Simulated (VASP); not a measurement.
Write the native input for VASP 6.6.1 that does the following.

| Quantity | Value |
| --- | --- |
| Task | single point |
| Functional | r2SCAN |
| Potentials or basis | VASP PAW PBE potentials, release 64 (Ag) |
| Cutoff | 550 eV |
| k mesh | 11 × 11 × 11 |
| Occupations | fermi-dirac, width 0.05 eV |
| Spin | no spin polarisation |
| Dipole correction | no |
| Further INCAR settings | ALGO = Normal; EDIFF = 1e-06; NBANDS = 12 |

The system is Ag.

```
Ag
1.0
     0.00000    1.93441    1.93441
     1.93441    0.00000    1.93441
     1.93441    1.93441    0.00000
Ag
1
Direct
  0.00000 0.00000 0.00000
```

One way to write it, as run:

POSCAR

```
Ag
1.0
    0.0000000000      1.9344090063      1.9344090063
    1.9344090063      0.0000000000      1.9344090063
    1.9344090063      1.9344090063      0.0000000000
Ag
1
Direct
    0.0000000000      0.0000000000      0.0000000000
```

INCAR.step1

```
SYSTEM = Ag
ALGO     = Normal         ! electronic algorithm
EDIFF    = 1E-5           ! SCF threshold, eV
ENCUT    = 550            ! plane-wave cutoff, eV
GGA      = PE             ! functional
GGA_COMPAT= .False.      
ISMEAR   = -1             ! smearing method
LASPH    = .True.         ! aspherical terms in the spheres
LCHARG   = .False.        ! write CHGCAR
LREAL    = .False.        ! projectors in reciprocal space
LWAVE    = .True.         ! write WAVECAR
NBANDS   = 12             ! bands
NELM     = 120            ! most SCF steps
PREC     = Accurate       ! precision mode
SIGMA    = 0.05           ! smearing width, eV
```

INCAR.step2

```
SYSTEM = Ag
ALGO     = Normal         ! electronic algorithm
EDIFF    = 1E-6           ! SCF threshold, eV
ENCUT    = 550            ! plane-wave cutoff, eV
GGA_COMPAT= .False.      
ISIF     = 2              ! what is computed and relaxed
ISMEAR   = -1             ! smearing method
ISTART   = 1            
LASPH    = .True.         ! aspherical terms in the spheres
LCHARG   = .True.         ! write CHGCAR
LELF     = .True.         ! ELF
LMIXTAU  = .True.       
LREAL    = .False.        ! projectors in reciprocal space
LVHAR    = .True.       
LWAVE    = .False.        ! write WAVECAR
METAGGA  = R2SCAN         ! meta-GGA
NBANDS   = 12             ! bands
NELM     = 120            ! most SCF steps
PREC     = Accurate       ! precision mode
SIGMA    = 0.05           ! smearing width, eV
```

KPOINTS

```
k-points
0
Gamma
  11 11 11
  0 0 0
```

Potentials or basis: VASP PAW PBE potentials, release 64 (Ag).

Command:

```bash
$ cat potpaw_PBE.64/Ag/POTCAR > POTCAR
$ cp INCAR.step1 INCAR
$ mpirun -np 1 vasp_std > vasp.out
$ cp INCAR.step2 INCAR
$ mpirun -np 1 vasp_std > vasp.out
```

It gave:

```json
{
 "Pressure": "30.6 GPa",
 "Band gap on the k mesh": "zero (an odd number of electrons rules out a gap without spin polarisation)"
}
```

Caveat: the cell stands under pressure; the PAW data sets were made with another functional, which shifts forces and pressure a little.

Wall time 14 s on 1 thread of Intel(R) Xeon(R) 6975P-C (Granite Rapids), with other jobs on the host, peak memory 0.15 GiB.
